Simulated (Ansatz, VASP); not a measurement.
This is a calculation of TiAl for VASP 6.6.1.

File POSCAR:

```
TiAl
1.0
    2.8672622327      0.0000000000      0.0000000000
   -1.4336311163      2.4831219328      0.0000000000
    0.0000000000      0.0000000000      4.6780830000
Ti Al
1 1
Direct
    0.0000000000      0.0000000000      0.0000000000
    0.3333333333      0.6666666667      0.5000000000
```

Contents of INCAR.step1:

```
PREC = Accurate
ENCUT = 520
ISMEAR = -1
SIGMA = 0.05
LREAL = F
LASPH = T
NELM = 60
NBANDS = 14
GGA = PE
ALGO = Normal
EDIFF = 1E-4
LWAVE = T
LCHARG = F
```

The input INCAR.step2:

```
PREC = Accurate
ENCUT = 520
EDIFF = 1E-6
ISMEAR = -1
SIGMA = 0.05
LREAL = F
LASPH = T
NELM = 60
ALGO = Normal
ISIF = 2
LWAVE = F
LCHARG = T
METAGGA = R2SCAN
LMIXTAU = T
LELF = T
LVHAR = T
NBANDS = 14
ISTART = 1
```

Contents of KPOINTS:

```
regular mesh
0
Gamma
  11 11 6
```

Potentials or basis: VASP PAW PBE potentials, release 64 (Ti_sv, Al).

The run is started by

```bash
$ cat potpaw_PBE.64/Ti_sv/POTCAR potpaw_PBE.64/Al/POTCAR > POTCAR
$ cp INCAR.step1 INCAR
$ mpirun -np 1 vasp_std > vasp.out
$ cp INCAR.step2 INCAR
$ mpirun -np 1 vasp_std > vasp.out
```

Q: Translate it to Ansatz 0.2.0. Potentials there: Ansatz PAW.

A: As run (the cutoff follows the program's own potentials):

Contents of input.yaml:

```yaml
crystal:
  lattice:
    - [2.8672622327, 0.0, 0.0]
    - [-1.4336311163, 2.4831219328, 0.0]
    - [0.0, 0.0, 4.678083]
  atoms:
    - { symbol: Ti, position: [0.0, 0.0, 0.0] }
    - { symbol: Al, position: [0.3333333333, 0.6666666667, 0.5] }
hamiltonian:
  xc: r2scan
  pseudopotentials: { kind: paw }
kpoints:
  mp_grid: { grid: [11, 11, 6] }
scf:
  occupations: { method: fermi_dirac, width: 0.05 }
output:
  forces: true
  stress: true
  eigenvalues: true
```

Potentials or basis: Ansatz PAW.

Launch:

```console
$ ansatz run input.yaml --threads 2 --pin off --max-ram 5632MiB --backend cpu --events-out ev --progress --plain --runs-dir out
```

Both were run:

|  | VASP | Ansatz | Ansatz less VASP |
| --- | --- | --- | --- |
| gap on the k mesh at the Fermi level (eV) | none | none | - |
| pressure (GPa) | -1.0 | -1.1 | -0.09 |
| traceless stress, the component that is largest in VASP (GPa) | -1.54 | -1.54 | +0.001 |

VASP's potentials were made for PBE, not for r2SCAN. A gap of «none» marks a metal or a gap that the smearing closes. The functional is the same, so the differences come from potentials, cutoffs and numerics.
